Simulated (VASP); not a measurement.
A run of VASP 6.6.1 is set up as follows.

The input INCAR:

```
PREC = Accurate ; ENCUT = 520
EDIFF = 1E-7 ; ISMEAR = 0
SIGMA = 0.01 ; LREAL = False
LASPH = True ; NELM = 80
ALGO = Normal ; ISIF = 2
LWAVE = False ; LCHARG = False
GGA = CA ; NBANDS = 15
```

The input KPOINTS:

```
Automatic mesh
0
Gamma
  4 4 4
```

Contents of POSCAR:

```
KF
1.0
    3.1788706666      0.0000000000      0.0000000000
    0.0000000000      3.1788706666      0.0000000000
    0.0000000000      0.0000000000      3.1788706666
K F
1 1
Direct
    0.0000000000      0.0000000000      0.0000000000
    0.5000000000      0.5000000000      0.5000000000
```

Potentials or basis: VASP PAW LDA potentials, release 64 (K_sv, F).

Launch:

```bash
$ cat potpaw_LDA.64/K_sv/POTCAR potpaw_LDA.64/F/POTCAR > POTCAR
$ mpirun -np 1 vasp_std > vasp.out
```

**Question.** What does it give for the band gap on the k mesh?

**Answer.** 6.45 eV, indirect (least direct gap 6.48 eV).

**Question.** What does it give for the pressure?

**Answer.** -3.6 GPa.

Caveat: the k points lie up to 0.49 Å⁻¹ apart. A k mesh can miss the band edges.
